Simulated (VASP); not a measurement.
# Mg (P6_3/mmc) in VASP: a series of runs

The runs below take Mg through relaxation of shape and atoms at fixed volume, with PBE.

Everything below comes from runs of VASP 6.6.1. Logs are shortened: lines on timing, memory, paths and dates and some standing lists are left out, and cuts for length are marked.

**1. The cell of the first run**

The structure is hexagonal, space group P6_3/mmc (No. 194). Conventional cell: a = 3.111 Å, b = 3.111 Å, c = 4.979 Å, α = 90.00°, β = 90.00°, γ = 120.00°. Mg (site symmetry -6m2) has 12 Mg at 3.07 to 3.11 Å within 4.0 Å.

**2. Relaxation of shape and atoms at fixed volume, PBE (20.86 Å³/atom)**

The input, INCAR:

```
SYSTEM = Mg
ALGO = Normal ; EDIFF = 1E-6
EDIFFG = -0.01 ; ENCUT = 600
GGA = PE ; IBRION = 2
ISIF = 4 ; ISMEAR = 0
LASPH = .TRUE. ; LCHARG = .FALSE.
LREAL = .FALSE. ; LWAVE = .FALSE.
NELM = 100 ; NSW = 50
PREC = Accurate ; SIGMA = 0.1
```

The input, KPOINTS:

```
k-points
0
G
  15 15 8
  0 0 0
```

The input, POSCAR:

```
Mg
1.0
    3.1107189603      0.0000000000      0.0000000000
   -1.5553594802      2.6939616436      0.0000000000
    0.0000000000      0.0000000000      4.9789237865
Mg
2
Direct
    0.3333333333      0.6666666667      0.2500000000
    0.6666666667      0.3333333333      0.7500000000
```

Potentials or basis: VASP PAW PBE potentials, release 64 (Mg).

Command:

```
> cat potpaw_PBE.64/Mg/POTCAR > POTCAR
> mpirun -np 1 vasp_std > vasp.out
```

OUTCAR:

```text
SYSTEM = Mg
   EDIFF = 1E-6
   EDIFFG = -0.01
   ENCUT = 600
   GGA = PE
   IBRION = 2
   ISIF = 4
   ISMEAR = 0
   LASPH = .TRUE.
   LREAL = .FALSE.
   NELM = 100
   NSW = 50
   PREC = Accurate

 ion  position               nearest neighbor table
   1  0.333  0.667  0.250-   2 3.07   2 3.07   2 3.07   2 3.07   2 3.07   2 3.07
   2  0.667  0.333  0.750-   1 3.07   1 3.07   1 3.07   1 3.07   1 3.07   1 3.07

  LATTYP: Found a hexagonal cell.
 ALAT       =     3.1107189603
 C/A-ratio  =     1.6005701094

  Lattice vectors:

 A1 = (   3.1107189603,   0.0000000000,   0.0000000000)
 A2 = (  -1.5553594802,   2.6939616436,   0.0000000000)
 A3 = (   0.0000000000,   0.0000000000,   4.9789237865)

Analysis of symmetry for initial positions (statically):
=====================================================================
 Subroutine PRICEL returns:
 Original cell was already a primitive cell.

 Routine SETGRP: Setting up the symmetry group for a
 hexagonal supercell.

 Subroutine GETGRP returns: Found 24 space group operations
 (whereof 12 operations were pure point group operations)
 out of a pool of 24 trial point group operations.

The static configuration has the point symmetry D_3d.
 The point group associated with its full space group is D_6h.

Analysis of symmetry for dynamics (positions and initial velocities):
=====================================================================
 Subroutine PRICEL returns:
 Original cell was already a primitive cell.

 Routine SETGRP: Setting up the symmetry group for a
 hexagonal supercell.

 Subroutine GETGRP returns: Found 24 space group operations
 (whereof 12 operations were pure point group operations)
 out of a pool of 24 trial point group operations.

The dynamic configuration has the point symmetry D_3d.
 The point group associated with its full space group is D_6h.

 Subroutine INISYM returns: Found 24 space group operations
 (whereof 12 operations are pure point group operations),
 and found     1 'primitive' translations

----------------------------------------------------------------------------------------

                                     Primitive cell

  volume of cell :      41.7242

  direct lattice vectors                    reciprocal lattice vectors
     3.110718960  0.000000000  0.000000000     0.321469092  0.185600267  0.000000000
    -1.555359480  2.693961644  0.000000000     0.000000000  0.371200534  0.000000000
     0.000000000  0.000000000  4.978923787     0.000000000  0.000000000  0.200846617

  length of vectors
     3.110718960  3.110718960  4.978923787     0.371200534  0.371200534  0.200846617

  position of ions in fractional coordinates (direct lattice)
     0.333333333  0.666666667  0.250000000
     0.666666667  0.333333333  0.750000000

  ion indices of the primitive-cell ions
   primitive index   ion index
                 1           1
                 2           2

----------------------------------------------------------------------------------------

 KPOINTS: k-points

Automatic generation of k-mesh.
 Grid dimensions read from file:
 generate k-points for:   15   15    8

 Generating k-lattice:

  Cartesian coordinates                     Fractional coordinates (reciprocal lattice)
     0.021431273  0.012373351  0.000000000     0.066666667  0.000000000  0.000000000
     0.000000000  0.024746702  0.000000000     0.000000000  0.066666667  0.000000000
     0.000000000  0.000000000  0.025105827     0.000000000  0.000000000  0.125000000

  Length of vectors
     0.024746702  0.024746702  0.025105827

  Shift w.r.t. Gamma in fractional coordinates (k-lattice)
     0.000000000  0.000000000  0.000000000

 Subroutine IBZKPT returns following result:
 ===========================================

 Found    135 irreducible k-points:

 Following reciprocal coordinates:
            Coordinates               Weight
  0.000000  0.000000  0.000000      1.000000
  0.066667 -0.000000  0.000000      6.000000
  0.133333  0.000000  0.000000      6.000000
  0.200000 -0.000000  0.000000      6.000000
  0.266667  0.000000  0.000000      6.000000
  0.333333 -0.000000  0.000000      6.000000
[... 16 lines left out ...]
  0.333333  0.200000  0.000000     12.000000
  0.400000  0.200000  0.000000      6.000000
 [... further k-points ...]
   k-points           NKPTS =    135   k-points in BZ     NKDIM =    135   number of bands    NBANDS=      6
   number of dos      NEDOS =    301   number of ions     NIONS =      2
   total plane-waves  NPLWV =  31360
   dimension x,y,z NGX =    28 NGY =   28 NGZ =   40
   dimension x,y,z NGXF=    56 NGYF=   56 NGZF=   80
   ions per type =               2
   NGX,Y,Z   is equivalent  to a cutoff of  14.96, 14.96, 13.36 a.u.
   NGXF,Y,Z  is equivalent  to a cutoff of  29.93, 29.93, 26.71 a.u.
 SYSTEM =  Mg
   PREC   = accura    normal or accurate (medium, high low for compatibility)
   ISTART =      0    job   : 0-new  1-cont  2-samecut
   ICHARG =      2    charge: 1-file 2-atom 10-const
   ISPIN  =      1    spin polarized calculation?
   LNONCOLLINEAR =      F non collinear calculations
   LSORBIT =      F    spin-orbit coupling
   LASPH  =      T    aspherical Exc in radial PAW
   ENCUT  =  600.0 eV  44.10 Ry    6.64 a.u.   6.21  6.21  9.94*2*pi/ulx,y,z
   NELM   =    100;   NELMIN=  2; NELMDL= -5     # of ELM steps
   EDIFF  = 0.1E-05   stopping-criterion for ELM
   LREAL  =      F    real-space projection
   EDIFFG = -.1E-01   stopping-criterion for IOM
   NSW    =     50    number of steps for IOM
   IBRION =      2    ionic relax: 0-MD 1-quasi-New 2-CG
   NFREE  =      1    steps in history (QN), initial steepest desc. (CG)
   ISIF   =      4    stress and relaxation
   ISYM   =      2    0-nonsym 1-usesym 2-fastsym
   POTIM  = 0.5000    time-step for ionic-motion
   TEBEG  =    0.0;   TEEND  =   0.0 temperature during run
   PSTRESS=    0.0 pullay stress
   NELECT =       4.0000    total number of electrons
   NUPDOWN=      -1.0000    fix difference up-down
   EMIN   =  10.00;   EMAX   =-10.00  energy-range for DOS
   EFERMI =   0.00;   METHOD = LEGACY
   ISMEAR =     0;   SIGMA  =   0.10  broadening in eV -4-tet -1-fermi 0-gaus
   EFERMI_NEDOS =   21; number of points for ismear=-14 and -15
   IALGO  =     38    algorithm
   IMIX   =      4    mixing-type and parameters
     AMIX     =   0.40;   BMIX     =  1.00
     AMIX_MAG =   1.60;   BMIX_MAG =  1.00
  volume/ion in A,a.u.               =      20.86       140.78
  Fermi-wavevector in a.u.,A,eV,Ry     =   0.749260  1.415895  7.638172  0.561390
  Thomas-Fermi vector in A             =   1.845738
   LORBIT       =      0    0 simple, 1 ext, 2 COOP (PROOUT), +10 PAW based schemes
   GGA     = PE    functional components
   LHFCALC =     F    Hartree Fock is set to
   AEXX    =    0.0000 exact exchange contribution
   IVDW    =     0    specifies the selected vdW correction
   LEPSILON=     F    determine dielectric tensor
   LRPA    =     F    only Hartree local field effects (RPA)
 conjugate gradient relaxation of ions
 non-spin polarized calculation
 Gauss-broadening in eV      SIGMA  =   0.10
  energy-cutoff  :      600.00
  volume of cell :       41.72
 maximum number of plane-waves:      1418
 NGX is ok and might be reduce to    28
   NGX = 13   NGY = 13   NGZ = 19

 number of electron       4.0000000 magnetization

 Free energy of the ion-electron system (eV)
  ---------------------------------------------------
  ext. energy  EPLUGINS =         0.00000000
  ---------------------------------------------------
  free energy    TOTEN  =        -2.96892970 eV

  energy without entropy =       -2.96459980  energy(sigma->0) =       -2.96676475

 E-fermi :   3.1489     XC(G=0):  -8.7920

 val. band max:        3.1462473618   @ k =   0.2667   0.0667   0.0000
 cond. band min:       3.1514255409   @ k =   0.3333   0.3333   0.3750
 fundamental gap:      0.0051781790
 Fermi energy:         3.1488789191

 k-point     1 :       0.0000    0.0000    0.0000
  band No.  band energies     occupation
      1      -4.2014      2.00000
      2       1.3915      2.00000
      3       2.0534      2.00000
      4      14.4983      0.00000
      5      14.4983      0.00000
      6      14.7799      0.00000

 k-point     2 :       0.0667   -0.0000    0.0000
  band No.  band energies     occupation
      1      -4.1089      2.00000
      2       1.4748      2.00000
      3       2.1421      2.00000
      4      12.7241      0.00000
      5      13.5785      0.00000
      6      14.4074      0.00000

 k-point     3 :       0.1333    0.0000    0.0000
  band No.  band energies     occupation
      1      -3.8322      2.00000
      2       1.7250      2.00000
      3       2.4057      2.00000
      4      10.5910      0.00000
      5      12.6757      0.00000
      6      13.3812      0.00000

 k-point     4 :       0.2000   -0.0000    0.0000
  band No.  band energies     occupation
      1      -3.3729      2.00000
      2       2.1424      2.00000
      3       2.8336      1.99999
      4       8.5522      0.00000
      5      11.9208      0.00000
      6      12.3006      0.00000

 k-point     5 :       0.2667    0.0000    0.0000
  band No.  band energies     occupation
      1      -2.7341      2.00000
      2       2.7277      2.00000
      3       3.3905      0.00063
      4       6.6831      0.00000
      5      11.1891      0.00000
      6      11.3173      0.00000
[... 136 lines left out ...]
 k-point    21 :       0.2000    0.2000    0.0000
  band No.  band energies     occupation
      1      -1.7397      2.00000
      2       3.6491      0.00000
      3       4.1327      0.00000
      4       5.9898      0.00000
      5       6.8265      0.00000
      6      10.9713      0.00000

 k-point    22 :       0.2667    0.2000    0.0000
  band No.  band energies     occupation
      1      -0.8460      2.00000
      2       4.0567      0.00000
      3       4.4879      0.00000
      4       5.0835      0.00000
      5       6.5089      0.00000
      6       9.5238      0.00000

 k-point    23 :       0.3333    0.2000    0.0000
  band No.  band energies     occupation
      1       0.2124      2.00000
      2       2.7687      2.00000
      3       5.0753      0.00000
      4       5.4936      0.00000
      5       6.8879      0.00000
      6       8.0341      0.00000

 k-point    24 :       0.4000    0.2000    0.0000
  band No.  band energies     occupation
      1       1.3806      2.00000
      2       1.4725      2.00000
      3       5.0737      0.00000
      4       6.5357      0.00000
      5       6.8260      0.00000
      6       7.3153      0.00000

 [... further k-points ...]
[... 5 lines left out ...]
  --------------------------------------------------------------------------------------
  -------------------------------------------------------------------------------------
  Total        1.0375178      1.0375178      1.0535881     -0.0000000      0.0000000      0.0000000
  in kB       39.8399213     39.8399213     40.4570089     -0.0000000      0.0000000      0.0000000
  external PRESSURE =      40.0456171 kB  Pullay stress =       0.0000000 kB

 VOLUME and BASIS-vectors are now :
 -----------------------------------------------------------------------------
  energy-cutoff  :      600.00
  volume of cell :       41.72
      direct lattice vectors                 reciprocal lattice vectors
     3.110718960  0.000000000  0.000000000     0.321469092  0.185600267  0.000000000
    -1.555359480  2.693961644  0.000000000     0.000000000  0.371200534  0.000000000
     0.000000000  0.000000000  4.978923787     0.000000000  0.000000000  0.200846617

 POSITION                                       TOTAL-FORCE (eV/Angst)
 -----------------------------------------------------------------------------------
     -0.00000      1.79597      1.24473         0.000000     -0.000000      0.000000
      1.55536      0.89799      3.73419        -0.000000      0.000000      0.000000
 -----------------------------------------------------------------------------------
    total drift:                               -0.000000      0.000000     -0.000000

  FREE ENERGIE OF THE ION-ELECTRON SYSTEM (eV)
  ---------------------------------------------------
  free  energy   TOTEN  =        -2.9689296957 eV

  energy  without entropy=       -2.9645997976  energy(sigma->0) =       -2.96676475

 reached required accuracy - stopping structural energy minimisation
```

It took 12 s on 1 thread of Intel Xeon 6975P-C (Granite Rapids), shared host; peak memory 0.2 GiB.

What came out:

| Quantity | Value |
| --- | --- |
| Free energy | -2.9689 eV |
| Pressure after relaxing | 4.0 GPa |
| Band gap on the k mesh | zero (bands 2 and 3 overlap by 2.00 eV) |

Final structure:
```
Mg
1.0
     3.11072    0.00000    0.00000
    -1.55536    2.69396    0.00000
     0.00000    0.00000    4.97892
Mg
2
Direct
  0.33333 0.66667 0.25000
  0.66667 0.33333 0.75000
```

**3. Relaxation of shape and atoms at fixed volume, PBE (21.55 Å³/atom)**

This run uses another cell than the first one, of 21.55 Å³/atom.

The input, INCAR:

```
SYSTEM = Mg
  PREC = Accurate
  ENCUT = 600
  EDIFF = 1E-6
  ISMEAR = 0
  SIGMA = 0.1
  LREAL = .FALSE.
  LASPH = .TRUE.
  NELM = 100
  ALGO = Fast
  ISIF = 4
  LWAVE = .FALSE.
  LCHARG = .FALSE.
  GGA = PE
  IBRION = 2
  NSW = 50
  EDIFFG = -0.01
```

The input, KPOINTS:

```
regular mesh
0
G
  15 15 8
  0 0 0
```

The input, POSCAR:

```
Mg
1.0
    3.1445337721      0.0000000000      0.0000000000
   -1.5722668861      2.7232461297      0.0000000000
    0.0000000000      0.0000000000      5.0330467635
Mg
2
Direct
    0.3333333333      0.6666666667      0.2500000000
    0.6666666667      0.3333333333      0.7500000000
```

Potentials or basis: VASP PAW PBE potentials, release 64 (Mg).

Command:

```
> cat potpaw_PBE.64/Mg/POTCAR > POTCAR
> mpirun -np 1 vasp_std > vasp.out
```

It took 12 s on 1 thread of Intel Xeon 6975P-C (Granite Rapids), shared host; peak memory 0.2 GiB.

Results (log left out):

- Free energy: -2.9963 eV
- Pressure after relaxing: 2.4 GPa
- Band gap on the k mesh: zero (bands 2 and 3 overlap by 2.00 eV)

Final structure:
```yaml
crystal:
  lattice:
    - [3.14453, 0.00000, 0.00000]
    - [-1.57227, 2.72325, 0.00000]
    - [0.00000, 0.00000, 5.03305]
  atoms:
    - { symbol: Mg, position: [0.33333, 0.66667, 0.25000] }
    - { symbol: Mg, position: [0.66667, 0.33333, 0.75000] }
```

Levels at points of the mesh, in eV from the Fermi level:
```tsv
k point	band 1	band 2	band 3	band 4	band 5
(0.00, 0.00, 0.00)	-7.21	-1.71	-1.10	11.16	11.16
(0.00, 0.00, 0.50)	-5.73	-5.73	5.46	5.46	11.93
```

**4. Relaxation of shape and atoms at fixed volume, PBE (22.24 Å³/atom)**

This run uses another cell than the first one, of 22.24 Å³/atom.

The input, INCAR:

```
  PREC = Accurate
  ENCUT = 600
  EDIFF = 1E-6
  ISMEAR = 0
  SIGMA = 0.1
  LREAL = False
  LASPH = True
  NELM = 60
  ALGO = Normal
  ISIF = 4
  LWAVE = False
  LCHARG = False
  GGA = PE
  IBRION = 2
  NSW = 50
  EDIFFG = -0.01
```

The input, KPOINTS:

```
Automatic mesh
0
Gamma
  15 15 8
```

The input, POSCAR:

```
Mg
1.0
    3.1776365602      0.0000000000      0.0000000000
   -1.5888182801      2.7519139852      0.0000000000
    0.0000000000      0.0000000000      5.0860300967
Mg
2
Direct
    0.3333333333      0.6666666667      0.2500000000
    0.6666666667      0.3333333333      0.7500000000
```

Command:

```
> cat potpaw_PBE.64/Mg/POTCAR > POTCAR
> mpirun -np 1 vasp_std > vasp.out
```

Run time: 15 s. Hardware: 1 thread of Intel Xeon 6975P-C (Granite Rapids), shared host; peak memory 0.2 GiB.

It converged, with:

- Free energy: -3.0111 eV
- Pressure after relaxing: 1.1 GPa
- Band gap on the k mesh: zero (bands 2 and 3 overlap by 2.00 eV)

Final structure:
```
Mg
1.0
     3.17764    0.00000    0.00000
    -1.58882    2.75191    0.00000
     0.00000    0.00000    5.08603
Mg
2
Cartesian
  0.0000 1.8346 1.2715
  1.5888 0.9173 3.8145
```

Levels at points of the mesh, in eV from the Fermi level:
```csv
k point,band 1,band 2,band 3,band 4,band 5
"(0.00, 0.00, 0.00)",-7.07,-1.66,-1.10,10.97,10.97
"(0.00, 0.00, 0.50)",-5.62,-5.62,5.35,5.35,11.74
```

**5. Overview**

```tsv
cell	gap on the mesh (eV)	pressure (GPa)
relaxed from a = 3.111, b = 3.111, c = 4.979 Å, angles 90.0, 90.0, 120.0°, 2 atoms	none	4.0
relaxed from a = 3.145, b = 3.145, c = 5.033 Å, angles 90.0, 90.0, 120.0°, 2 atoms	none	2.4
relaxed from a = 3.178, b = 3.178, c = 5.086 Å, angles 90.0, 90.0, 120.0°, 2 atoms	none	1.1
```

Alike in all rows: task relaxation of shape and atoms at fixed volume; level PBE; potentials or basis VASP PAW PBE potentials, release 64 (Mg); no spin polarisation; k mesh 15 × 15 × 8; cutoff (eV) 600; smearing gaussian 0.1 eV.

Total energies depend on the potentials used, so only differences within one code and one set of settings carry meaning.

The gap in the log of VASP goes by the Fermi energy; the results here count the filled bands.